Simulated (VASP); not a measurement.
Write the native input for VASP 6.6.1 that does the following.

```
Task                   : single point
Functional             : PBE
Potentials or basis    : VASP PAW PBE potentials, release 64 (Zr_sv, Si)
Cutoff                 : 520 eV
k mesh                 : 12 × 12 × 10
Occupations            : gaussian, width 0.1 eV
Spin                   : no spin polarisation
Dipole correction      : no
Further INCAR settings : ALGO = Normal; EDIFF = 1e-06; NBANDS = 29
```

The structure of ZrSi2 lies in POSCAR:

```
ZrSi2
1.0
    1.6934090540     -6.1654850557      0.0000000000
    1.6934090540      6.1654850557      0.0000000000
    0.0000000000      0.0000000000      3.3629822304
Zr Si
2 4
Direct
    0.9008833719      0.0991166281      0.7500000000
    0.0991166281      0.9008833719      0.2500000000
    0.5654194748      0.4345805252      0.7500000000
    0.4345805252      0.5654194748      0.2500000000
    0.2501906851      0.7498093149      0.7500000000
    0.7498093149      0.2501906851      0.2500000000
```

One way to write it, as run:

INCAR

```
SYSTEM = ZrSi2
  PREC = Accurate
  ENCUT = 520
  EDIFF = 1E-6
  ISMEAR = 0
  SIGMA = 0.1
  LREAL = .FALSE.
  LASPH = .TRUE.
  NELM = 100
  ALGO = Normal
  ISIF = 2
  LWAVE = .FALSE.
  LCHARG = .TRUE.
  GGA = PE
  LELF = .TRUE.
  LVHAR = .TRUE.
  NBANDS = 29
```

KPOINTS

```
Automatic mesh
0
G
  12 12 10
  0 0 0
```

Potentials or basis: VASP PAW PBE potentials, release 64 (Zr_sv, Si).

The run is started by

```console
$ cat potpaw_PBE.64/Zr_sv/POTCAR potpaw_PBE.64/Si/POTCAR > POTCAR
$ mpirun -np 1 vasp_std > vasp.out
```

Results of the run:

* Pressure: 90.1 GPa
* Largest force: 0.007 eV/Å
* Band gap on the k mesh: zero (bands 20 and 21 overlap by 1.26 eV)

Caveat: the cell stands under pressure.

Run time: 8.5 min on 1 thread of Intel(R) Xeon(R) Platinum 8375C CPU @ 2.90GHz (Ice Lake) (shared host), peak memory 0.55 GiB.
